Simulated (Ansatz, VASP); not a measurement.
## Ga7Cu4: VASP beside Ansatz

```
CELL_PARAMETERS angstrom
5.66000 0.00000 0.00000
0.00000 5.66000 0.00000
0.00000 0.00000 5.83900
ATOMIC_POSITIONS crystal
Ga 0.25000 0.25000 0.72222
Ga 0.25000 0.75000 0.27293
Ga 0.25000 0.75000 0.71637
Ga 0.75000 0.25000 0.27293
Ga 0.75000 0.25000 0.71637
Ga 0.75000 0.75000 0.28209
Ga 0.75000 0.75000 0.71829
Cu 0.00027 0.00027 0.00095
Cu 0.00027 0.49973 0.00095
Cu 0.49973 0.00027 0.00095
Cu 0.49973 0.49973 0.00095
```

Alike in both runs: functional LDA; k mesh 2 × 2 × 2; occupations gaussian, width 0.05 eV; no spin polarisation.

Ansatz relaxed the structure, and its values are those at the end. VASP's run is a single point on that final structure, the one shown.

|  | VASP | Ansatz |
| --- | --- | --- |
| version | VASP 6.6.1 | Ansatz 0.2.0 |
| potentials or method | VASP PAW LDA potentials, release 64 (Ga_d, Cu), cutoff 520 eV | plane waves, PAW |
| valence electrons in the cell | 135 | 167 |

VASP gave:

- gap on the k mesh at the Fermi level (eV): none
- rms of the force components (eV/Å): 0.015

Problem. Which values does Ansatz return?

Solution. gap on the k mesh at the Fermi level (eV): none; rms of the force components (eV/Å): 0.007.

LDA's correlation is that of Perdew and Zunger in VASP and of Perdew and Wang (1992) in Ansatz. A gap of «none» marks a metal or a gap that the smearing closes. VASP's potentials hold 135 valence electrons a cell and Ansatz's 167, so a difference there can come from the potentials and not from the codes.

The k mesh is coarse, so the values compare programs but aren't converged.
